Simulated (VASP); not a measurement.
A run of VASP 6.6.1:

File INCAR:

```
SYSTEM = SnO
PREC = Accurate ; ENCUT = 910
EDIFF = 1E-6 ; ISMEAR = 0
SIGMA = 0.01 ; LREAL = .FALSE.
LASPH = .TRUE. ; NELM = 120
ALGO = Normal ; ISIF = 2
LWAVE = .FALSE. ; LCHARG = .FALSE.
GGA = PS ; NBANDS = 28
GGA_COMPAT = .FALSE.
```

File KPOINTS:

```
Automatic mesh
0
G
  6 4 4
  0 0 0
```

File POSCAR:

```
SnO
1.0
    3.3550050000      0.0000000000      0.0000000000
    0.0000000000      5.6741040000      0.0000000000
    0.0000000000      0.0000000000      4.2219700000
Sn O
2 2
Direct
    0.0000000000      0.2319090000      0.5131440000
    0.5000000000      0.7680910000      0.0131440000
    0.0000000000      0.8912500000      0.7368570000
    0.5000000000      0.1087500000      0.2368570000
```

Potentials or basis: VASP PAW PBE potentials, release 64 (Sn_d, O_h).

Launch:

```bash
$ cat potpaw_PBE.64/Sn_d/POTCAR potpaw_PBE.64/O_h/POTCAR > POTCAR
$ mpirun -np 1 vasp_std > vasp.out
```

Hardware: 1 thread of Intel(R) Xeon(R) Platinum 8375C CPU @ 2.90GHz (Ice Lake), on a shared host.

How long does it take, and how much memory?

It took 2 min on 1 thread of Intel(R) Xeon(R) Platinum 8375C CPU @ 2.90GHz (Ice Lake) (shared host), peak memory 0.36 GiB. Counts: scf iterations 14, k points 36.
